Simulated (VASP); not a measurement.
# Fe in VASP: notebook

Fe is run at these levels: PBE; tasks: single point.

All numbers are computed with VASP 6.6.1; they aren't measurements. Logs are shortened: lines on timing, memory, paths and dates and some standing lists are left out, and cuts for length are marked.

## 1. The cell of the first run

The cell holds a sheet with vacuum, 1 atom: a = 2.311 Å, b = 2.311 Å, c = 23.800 Å, α = 90.00°, β = 90.00°, γ = 90.00°.

## 2. Single point, PBE, collinear spin, ferromagnetic start

Input file INCAR:

```
PREC = Accurate
ENCUT = 520
EDIFF = 1E-7
ISMEAR = 0
SIGMA = 0.1
LREAL = F
LASPH = T
NELM = 150
ALGO = Normal
ISIF = 2
LWAVE = F
LCHARG = F
ISPIN = 2
MAGMOM = 2.88
LORBIT = 11
LMAXMIX = 4
LDIPOL = T
IDIPOL = 3
DIPOL = 0.5 0.5 0.294
GGA = PE
NBANDS = 14
```

Input file KPOINTS:

```
regular mesh
0
Gamma
  24 24 1
```

Input file POSCAR:

```
Fe
1.0
    2.3111932420      0.0000000000      0.0000000000
    0.0000000000      2.3111932420      0.0000000000
    0.0000000000      0.0000000000     23.8000000000
Fe
1
Direct
    0.0000000000      0.0000000000      0.2941176471
```

Potentials or basis: VASP PAW PBE potentials, release 64 (Fe).

The run is started by

```bash
cat potpaw_PBE.64/Fe/POTCAR > POTCAR
mpirun -np 1 vasp_std > vasp.out
```

OUTCAR:

```text
PREC = Accurate
   ENCUT = 520
   EDIFF = 1E-7
   ISMEAR = 0
   LREAL = F
   LASPH = T
   NELM = 150
   ISIF = 2
   ISPIN = 2
   LORBIT = 11
   GGA = PE

 ion  position               nearest neighbor table
   1  0.000  0.000  0.294-

  LATTYP: Found a simple tetragonal cell.
 ALAT       =     2.3111932420
 C/A-ratio  =    10.2977109692

  Lattice vectors:

 A1 = (   2.3111932420,   0.0000000000,   0.0000000000)
 A2 = (   0.0000000000,   2.3111932420,   0.0000000000)
 A3 = (   0.0000000000,   0.0000000000,  23.8000000000)

Analysis of symmetry for initial positions (statically):
=====================================================================
 Subroutine PRICEL returns:
 Original cell was already a primitive cell.

 Routine SETGRP: Setting up the symmetry group for a
 simple tetragonal supercell.

 Subroutine GETGRP returns: Found 16 space group operations
 (whereof  8 operations were pure point group operations)
 out of a pool of 16 trial point group operations.

The static configuration has the point symmetry C_4v.
 The point group associated with its full space group is D_4h.

Analysis of symmetry for dynamics (positions and initial velocities):
=====================================================================
 Subroutine PRICEL returns:
 Original cell was already a primitive cell.

 Routine SETGRP: Setting up the symmetry group for a
 simple tetragonal supercell.

 Subroutine GETGRP returns: Found 16 space group operations
 (whereof  8 operations were pure point group operations)
 out of a pool of 16 trial point group operations.

The dynamic configuration has the point symmetry C_4v.
 The point group associated with its full space group is D_4h.

Analysis of structural, dynamic, and magnetic symmetry:
=====================================================================
 Subroutine PRICEL returns:
 Original cell was already a primitive cell.

 Routine SETGRP: Setting up the symmetry group for a
 simple tetragonal supercell.

 Subroutine GETGRP returns: Found 16 space group operations
 (whereof  8 operations were pure point group operations)
 out of a pool of 16 trial point group operations.

The overall configuration has the point symmetry C_4v.
 The point group associated with its full space group is D_4h.

 Subroutine INISYM returns: Found 16 space group operations
 (whereof  8 operations are pure point group operations),
 and found     1 'primitive' translations

----------------------------------------------------------------------------------------

                                     Primitive cell

  volume of cell :     127.1304

  direct lattice vectors                    reciprocal lattice vectors
     2.311193242  0.000000000  0.000000000     0.432676931  0.000000000  0.000000000
     0.000000000  2.311193242  0.000000000     0.000000000  0.432676931  0.000000000
     0.000000000  0.000000000 23.800000000     0.000000000  0.000000000  0.042016807

  length of vectors
     2.311193242  2.311193242 23.800000000     0.432676931  0.432676931  0.042016807

  position of ions in fractional coordinates (direct lattice)
     0.000000000  0.000000000  0.294117647

  ion indices of the primitive-cell ions
   primitive index   ion index
                 1           1

----------------------------------------------------------------------------------------

 KPOINTS: regular mesh

Automatic generation of k-mesh.
 Grid dimensions read from file:
 generate k-points for:   24   24    1

 Generating k-lattice:

  Cartesian coordinates                     Fractional coordinates (reciprocal lattice)
     0.018028205  0.000000000  0.000000000     0.041666667  0.000000000  0.000000000
     0.000000000  0.018028205  0.000000000     0.000000000  0.041666667  0.000000000
     0.000000000  0.000000000  0.042016807     0.000000000  0.000000000  1.000000000

  Length of vectors
     0.018028205  0.018028205  0.042016807
[... 37 lines left out ...]
   number of dos      NEDOS =    301   number of ions     NIONS =      1
   total plane-waves  NPLWV =  58320
   dimension x,y,z NGX =    18 NGY =   18 NGZ =  180
   dimension x,y,z NGXF=    36 NGYF=   36 NGZF=  360
   ions per type =               1
   NGX,Y,Z   is equivalent  to a cutoff of  12.95, 12.95, 12.57 a.u.
   NGXF,Y,Z  is equivalent  to a cutoff of  25.90, 25.90, 25.15 a.u.
 SYSTEM =  unknown system
   PREC   = accura    normal or accurate (medium, high low for compatibility)
   ISTART =      0    job   : 0-new  1-cont  2-samecut
   ICHARG =      2    charge: 1-file 2-atom 10-const
   ISPIN  =      2    spin polarized calculation?
   LNONCOLLINEAR =      F non collinear calculations
   LSORBIT =      F    spin-orbit coupling
   LASPH  =      T    aspherical Exc in radial PAW
   ENCUT  =  520.0 eV  38.22 Ry    6.18 a.u.   4.30  4.30 44.25*2*pi/ulx,y,z
   NELM   =    150;   NELMIN=  2; NELMDL= -5     # of ELM steps
   EDIFF  = 0.1E-06   stopping-criterion for ELM
   LREAL  =      F    real-space projection
   EDIFFG = 0.1E-05   stopping-criterion for IOM
   NSW    =      0    number of steps for IOM
   IBRION =     -1    ionic relax: 0-MD 1-quasi-New 2-CG
   NFREE  =      0    steps in history (QN), initial steepest desc. (CG)
   ISIF   =      2    stress and relaxation
   ISYM   =      2    0-nonsym 1-usesym 2-fastsym
   POTIM  = 0.5000    time-step for ionic-motion
   TEBEG  =    0.0;   TEEND  =   0.0 temperature during run
   PSTRESS=    0.0 pullay stress
   NELECT =       8.0000    total number of electrons
   NUPDOWN=      -1.0000    fix difference up-down
   EMIN   =  10.00;   EMAX   =-10.00  energy-range for DOS
   EFERMI =   0.00;   METHOD = LEGACY
   ISMEAR =     0;   SIGMA  =   0.10  broadening in eV -4-tet -1-fermi 0-gaus
   EFERMI_NEDOS =   21; number of points for ismear=-14 and -15
   IALGO  =     38    algorithm
   IMIX   =      4    mixing-type and parameters
     AMIX     =   0.40;   BMIX     =  1.00
     AMIX_MAG =   1.60;   BMIX_MAG =  1.00
  volume/ion in A,a.u.               =     127.13       857.92
  Fermi-wavevector in a.u.,A,eV,Ry     =   0.651161  1.230516  5.769014  0.424011
  Thomas-Fermi vector in A             =   1.720672
   LORBIT       =     11    0 simple, 1 ext, 2 COOP (PROOUT), +10 PAW based schemes
   GGA     = PE    functional components
   LHFCALC =     F    Hartree Fock is set to
   AEXX    =    0.0000 exact exchange contribution
   IVDW    =     0    specifies the selected vdW correction
   LEPSILON=     F    determine dielectric tensor
   LRPA    =     F    only Hartree local field effects (RPA)
 spin polarized calculation
 Gauss-broadening in eV      SIGMA  =   0.10
  energy-cutoff  :      520.00
  volume of cell :      127.13
 maximum number of plane-waves:      3461
 NGX is ok and might be reduce to    18
   NGX =  9   NGY =  9   NGZ = 89

 dipolmoment           0.000000      0.000000      0.000028 electrons x Angstroem

 number of electron       7.9999996 magnetization       2.7160973

 dipolmoment           0.000000      0.000000     -0.000002 electrons x Angstroem

 Free energy of the ion-electron system (eV)
  ---------------------------------------------------
  ext. energy  EPLUGINS =         0.00000000
  ---------------------------------------------------
  free energy    TOTEN  =        -6.41395099 eV

  energy without entropy =       -6.40699959  energy(sigma->0) =       -6.41047529

 E-fermi :  -3.6281     XC(G=0):  -1.9899

 val. band max:       -3.6346465624   @ k =   0.4167   0.3750   0.0000
 cond. band min:      -3.6252935920   @ k =   0.4583   0.3750   0.0000
 fundamental gap:      0.0093529704
 Fermi energy:        -3.6280664463

 spin component 1

 k-point     1 :       0.0000    0.0000    0.0000
  band No.  band energies     occupation
      1      -9.4127      1.00000
      2      -7.4313      1.00000
      3      -6.5236      1.00000
      4      -4.4843      1.00000
      5      -4.4843      1.00000
      6      -3.8081      0.99456
      7      -3.5494      0.13308
      8       0.5988      0.00000
      9       1.0724      0.00000
     10       1.1879      0.00000
     11       2.0342      0.00000
     12       2.2882      0.00000
     13       3.6704      0.00000
     14       4.0563      0.00000
[... 379 lines left out ...]
      3      -5.2583      1.00000
      4      -5.1844      1.00000
      5      -4.3345      1.00000
      6      -2.4084      0.00000
      7       2.3707      0.00000
      8       2.8212      0.00000
      9       6.1191      0.00000
     10       6.4352      0.00000
     11       7.1231      0.00000
     12       7.1854      0.00000
     13       8.1152      0.00000
     14       8.1270      0.00000

 [... further k-points ...]

 spin component 2

 k-point     1 :       0.0000    0.0000    0.0000
  band No.  band energies     occupation
      1      -8.8341      1.00000
      2      -5.6783      1.00000
      3      -3.9760      1.00000
      4      -3.2064      0.00000
      5      -1.7814      0.00000
      6      -1.7814      0.00000
      7      -0.6915      0.00000
      8       0.6710      0.00000
      9       1.0201      0.00000
     10       1.2226      0.00000
     11       2.0301      0.00000
     12       2.3692      0.00000
     13       3.6828      0.00000
     14       4.1437      0.00000
[... 379 lines left out ...]
      3      -2.7754      0.00000
      4      -2.3416      0.00000
      5      -1.6963      0.00000
      6      -1.6079      0.00000
      7       3.5363      0.00000
      8       3.7163      0.00000
      9       6.3917      0.00000
     10       6.4329      0.00000
     11       7.1305      0.00000
     12       7.1902      0.00000
     13       8.0904      0.00000
     14       8.1454      0.00000

 [... further k-points ...]

------------------------ aborting loop because EDIFF is reached ----------------------------------------

 vacuum level on the upper side and lower side of the slab       (xc-potential included)        -0.199        -0.087

  FORCE on cell =-STRESS in cart. coord.  units (eV):
  Direction    XX          YY          ZZ          XY          YZ          ZX
  --------------------------------------------------------------------------------------
  -------------------------------------------------------------------------------------
  Total       -0.0385746     -0.0385746     -0.0006609      0.0000000      0.0000000     -0.0000000
  in kB       -0.4861414     -0.4861414     -0.0083285      0.0000000      0.0000000     -0.0000000
  external PRESSURE =      -0.3268705 kB  Pullay stress =       0.0000000 kB

 VOLUME and BASIS-vectors are now :
 -----------------------------------------------------------------------------
  energy-cutoff  :      520.00
  volume of cell :      127.13
      direct lattice vectors                 reciprocal lattice vectors
     2.311193242  0.000000000  0.000000000     0.432676931  0.000000000  0.000000000
     0.000000000  2.311193242  0.000000000     0.000000000  0.432676931  0.000000000
     0.000000000  0.000000000 23.800000000     0.000000000  0.000000000  0.042016807

 POSITION                                       TOTAL-FORCE (eV/Angst)
 -----------------------------------------------------------------------------------
      0.00000      0.00000      7.00000         0.000000      0.000000      0.000000
 -----------------------------------------------------------------------------------
    total drift:                                0.000000      0.000000     -0.000050

  FREE ENERGIE OF THE ION-ELECTRON SYSTEM (eV)
  ---------------------------------------------------
  free  energy   TOTEN  =        -6.4139509937 eV

  energy  without entropy=       -6.4069995863  energy(sigma->0) =       -6.41047529

 vacuum level on the upper side and lower side of the slab         0.920         0.935

 total charge

# of ion       s       p       d       tot
------------------------------------------
    1        0.501   0.305   6.251   7.057

 magnetization (x)

# of ion       s       p       d       tot
------------------------------------------
    1        0.026  -0.013   2.649   2.662
```

Run time: 4.1 min. Hardware: 1 thread of Intel Xeon 6975P-C (Granite Rapids), shared host; peak memory 0.44 GiB.

What came out:

| Item | Value |
| --- | --- |
| Free energy | -6.4140 eV |
| Net moment | 2.72 μB per cell |
| Site moments | Fe +2.66 μB |
| Valence electrons inside the program's atomic spheres | Fe 7.06 |

## 3. Single point, PBE, collinear spin, ferromagnetic start

Input file INCAR:

```
SYSTEM = Fe
PREC     = Accurate       ! precision mode
ENCUT    = 520            ! plane-wave cutoff, eV
EDIFF    = 1E-6           ! SCF threshold, eV
ISMEAR   = 0              ! smearing method
SIGMA    = 0.1            ! smearing width, eV
LREAL    = .False.        ! projectors in reciprocal space
LASPH    = .True.         ! aspherical terms in the spheres
NELM     = 150            ! most SCF steps
ALGO     = Normal         ! electronic algorithm
ISIF     = 2              ! what is computed and relaxed
LWAVE    = .False.        ! write WAVECAR
LCHARG   = .False.        ! write CHGCAR
ISPIN    = 2              ! spin polarisation
MAGMOM   = 2.88           ! initial moments
LORBIT   = 11             ! projections on sites
LMAXMIX  = 4              ! l up to which the mixer works
LDIPOL   = .True.       
IDIPOL   = 3            
DIPOL    = 0.5 0.5 0.294
GGA      = PE             ! functional
NBANDS   = 14             ! bands
```

Input file KPOINTS:

```
regular mesh
0
Gamma
  24 24 1
  0 0 0
```

Input file POSCAR:

```
Fe
1.0
    2.3113663156      0.0000000000      0.0000000000
    0.0000000000      2.3113663156      0.0000000000
    0.0000000000      0.0000000000     23.8000000000
Fe
1
Direct
    0.0000000000      0.0000000000      0.2941176471
```

Potentials or basis: VASP PAW PBE potentials, release 64 (Fe).

The run is started by

```bash
cat potpaw_PBE.64/Fe/POTCAR > POTCAR
mpirun -np 1 vasp_std > vasp.out
```

Wall time 3.8 min (1 thread of Intel Xeon 6975P-C (Granite Rapids), shared host); peak memory 0.44 GiB.

It converged, with:

```
Free energy                                           : -6.4139 eV
Net moment                                            : 2.72 μB per cell
Site moments                                          : Fe +2.66 μB
Valence electrons inside the program's atomic spheres : Fe 7.06
```

Levels at points of the mesh, in eV from the Fermi level:
Spin up:
```
           k point  band 3  band 4  band 5  band 6  band 7  band 8
(0.00, 0.00, 0.00)   -2.90   -0.86   -0.86   -0.18    0.08    4.23
(0.50, 0.00, 0.00)   -1.62   -1.46   -0.66    1.38    5.60    6.76
(0.50, 0.50, 0.00)   -2.61   -1.37    1.15    8.19    8.19   13.00
```
Spin down:
| k point | band 1 | band 2 | band 3 | band 4 | band 5 | band 6 | band 7 | band 8 |
| --- | --- | --- | --- | --- | --- | --- | --- | --- |
| (0.00, 0.00, 0.00) | -5.21 | -2.05 | -0.35 | 0.42 | 1.85 | 1.85 | 2.94 | 4.30 |
| (0.50, 0.00, 0.00) | -1.71 | -1.33 | 1.30 | 1.42 | 1.52 | 2.08 | 7.05 | 7.52 |
| (0.50, 0.50, 0.00) | -2.57 | -0.26 | -0.26 | 1.98 | 3.43 | 8.68 | 8.68 | 13.62 |

## 4. Single point, PBE, collinear spin, ferromagnetic start

This run uses another cell than the first one, of 74.21 Å³/atom, 0.584 times its volume.

Input file INCAR:

```
SYSTEM = Fe
PREC = Accurate
ENCUT = 520
EDIFF = 1E-7
ISMEAR = 0
SIGMA = 0.1
LREAL = .FALSE.
LASPH = .TRUE.
NELM = 150
ALGO = Normal
ISIF = 2
LWAVE = .FALSE.
LCHARG = .FALSE.
ISPIN = 2
MAGMOM = 4
LORBIT = 11
LMAXMIX = 4
LDIPOL = .TRUE.
IDIPOL = 3
DIPOL = 0.5 0.5 0.500
GGA = PE
NBANDS = 14
```

Input file KPOINTS:

```
Automatic mesh
0
G
  8 8 1
  0 0 0
```

Input file POSCAR:

```
Fe
1.0
    2.3023150000      0.0000000000      0.0000000000
    0.0000000000      2.3023150000      0.0000000000
    0.0000000000      0.0000000000     14.0000000000
Fe
1
Direct
    0.0000000000      0.0000000000      0.5000000000
```

Potentials or basis: VASP PAW PBE potentials, release 64 (Fe).

The run is started by

```bash
cat potpaw_PBE.64/Fe/POTCAR > POTCAR
mpirun -np 1 vasp_std > vasp.out
```

OUTCAR:

```text
SYSTEM = Fe
   PREC = Accurate
   ENCUT = 520
   EDIFF = 1E-7
   ISMEAR = 0
   LREAL = .FALSE.
   LASPH = .TRUE.
   NELM = 150
   ISIF = 2
   ISPIN = 2
   LORBIT = 11
   GGA = PE

 ion  position               nearest neighbor table
   1  0.000  0.000  0.500-

  LATTYP: Found a simple tetragonal cell.
 ALAT       =     2.3023150000
 C/A-ratio  =     6.0808360281

  Lattice vectors:

 A1 = (   2.3023150000,   0.0000000000,   0.0000000000)
 A2 = (   0.0000000000,   2.3023150000,   0.0000000000)
 A3 = (   0.0000000000,   0.0000000000,  14.0000000000)

[... 711 lines left out ...]
  Total        0.0852465      0.0852465     -0.0002450      0.0000000     -0.0000000      0.0000000
  in kB        1.8404733      1.8404733     -0.0052886      0.0000000     -0.0000000      0.0000000
  external PRESSURE =       1.2252193 kB  Pullay stress =       0.0000000 kB

 VOLUME and BASIS-vectors are now :
 -----------------------------------------------------------------------------
  energy-cutoff  :      520.00
  volume of cell :       74.21
      direct lattice vectors                 reciprocal lattice vectors
     2.302315000  0.000000000  0.000000000     0.434345431  0.000000000  0.000000000
     0.000000000  2.302315000  0.000000000     0.000000000  0.434345431  0.000000000
     0.000000000  0.000000000 14.000000000     0.000000000  0.000000000  0.071428571

 POSITION                                       TOTAL-FORCE (eV/Angst)
 -----------------------------------------------------------------------------------
      0.00000      0.00000      7.00000         0.000000      0.000000      0.000000
 -----------------------------------------------------------------------------------
    total drift:                                0.000000     -0.000000      0.000000

  FREE ENERGIE OF THE ION-ELECTRON SYSTEM (eV)
  ---------------------------------------------------
  free  energy   TOTEN  =        -6.3953116886 eV

  energy  without entropy=       -6.3854156583  energy(sigma->0) =       -6.39036367

 vacuum level on the upper side and lower side of the slab         1.706         1.706

 total charge

# of ion       s       p       d       tot
------------------------------------------
    1        0.502   0.312   6.255   7.069

 magnetization (x)

# of ion       s       p       d       tot
------------------------------------------
    1        0.034  -0.004   2.638   2.668
```

OSZICAR:

```text
N       E                     dE             d eps       ncg     rms          rms(c)
DAV:   1     0.373951433127E+02    0.37395E+02   -0.30260E+03   840   0.457E+02
DAV:   2    -0.540117860585E+01   -0.42796E+02   -0.37208E+02   944   0.104E+02
[... 26 lines left out ...]
DAV:  29    -0.639531062265E+01   -0.26525E-06   -0.12679E-07   870   0.197E-03    0.632E-04
DAV:  30    -0.639531103634E+01   -0.41369E-06   -0.28612E-08   870   0.117E-03    0.223E-04
DAV:  31    -0.639531136448E+01   -0.32814E-06   -0.17317E-08   864   0.494E-04    0.753E-05
DAV:  32    -0.639531151672E+01   -0.15224E-06   -0.39652E-09   892   0.200E-04    0.906E-05
DAV:  33    -0.639531166135E+01   -0.14463E-06   -0.49557E-09   856   0.196E-04    0.259E-05
DAV:  34    -0.639531168863E+01   -0.27279E-07   -0.68671E-10   860   0.744E-05
   1 F= -.63953117E+01 E0= -.63903637E+01  d E =-.989603E-02  mag=     2.7390
```

stdout:

```text
POSCAR found type information on POSCAR Fe
 POSCAR found :  1 types and       1 ions
 scaLAPACK will be used
 LDA part: xc-table for (Slater+PW92), standard interpolation
 POSCAR, INCAR and KPOINTS ok, starting setup
 FFT: planning ... GRIDC
 FFT: planning ... GRID_SOFT
 FFT: planning ... GRID
 WAVECAR not read
 entering main loop
```

Wall time 31 s (1 thread of Intel Xeon 6975P-C (Granite Rapids), shared host); peak memory 0.2 GiB.

Results:

| Property | Result |
| --- | --- |
| Free energy | -6.3953 eV |
| Net moment | 2.74 μB per cell |
| Site moments | Fe +2.67 μB |
| Valence electrons inside the program's atomic spheres | Fe 7.07 |

Levels at points of the mesh, in eV from the Fermi level:
Spin up:
| k point | band 1 | band 2 | band 3 | band 4 | band 5 | band 6 | band 7 | band 8 | band 9 | band 10 |
| --- | --- | --- | --- | --- | --- | --- | --- | --- | --- | --- |
| (0.00, 0.00, 0.00) | -5.83 | -3.88 | -2.92 | -0.85 | -0.85 | -0.14 | 0.03 | 4.12 | 5.12 | 5.70 |
| (0.50, 0.00, 0.00) | -3.53 | -3.41 | -1.62 | -1.44 | -0.65 | 1.38 | 5.65 | 6.78 | 9.34 | 10.84 |
| (0.50, 0.50, 0.00) | -4.58 | -2.64 | -2.64 | -1.35 | 1.15 | 8.25 | 8.25 | 13.09 | 13.74 | 13.75 |
Spin down:
```
           k point  band 1  band 2  band 3  band 4  band 5  band 6  band 7  band 8
(0.00, 0.00, 0.00)   -5.22   -2.07   -0.38    0.43    1.86    1.86    2.91    4.20
(0.50, 0.00, 0.00)   -1.72   -1.35    1.29    1.37    1.56    2.10    7.15    7.58
(0.50, 0.50, 0.00)   -2.66   -0.27   -0.27    1.97    3.48    8.80    8.80   13.72
```
